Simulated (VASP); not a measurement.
Runs of VASP 6.6.1 on Au. The structure is that of space group Pm-3m (No. 221), or close to it. The cells are those of the table. 

```tsv
task	cell	k mesh	cutoff (eV)	gap on the mesh (eV)	pressure (GPa)	relaxed volume (Å³/atom)
relaxation of cell and atoms	relaxed from a = 2.668 Å, 1 atom	6 × 6 × 6	600	none	-0.3	(b)
relaxation of cell and atoms	relaxed from a = 2.733 Å, 1 atom	20 × 20 × 20	600	none	0.0	20.74
single point	a = 2.733 Å, 1 atom	6 × 6 × 6	520	none	-0.1	-
single point	a = 2.748 Å, 1 atom	20 × 20 × 20	520	none	(a)	-
single point	a = 2.668 Å, 1 atom	6 × 6 × 6	520	none	9.3	-
```

Alike in all rows: level PBE; potentials or basis VASP PAW PBE potentials, release 64 (Au); no spin polarisation; smearing gaussian 0.1 eV.

Q: Estimate the missing entries.

A: (a) -0.2; (b) 20.44.

Caveats: some runs use coarse meshes; spin-orbit coupling is left out, which moves the levels of the heavy elements.

A k mesh can miss the band edges, and the runs leave out spin-orbit coupling on Au.

A gap of «none» marks levels without a gap at the run's occupations.
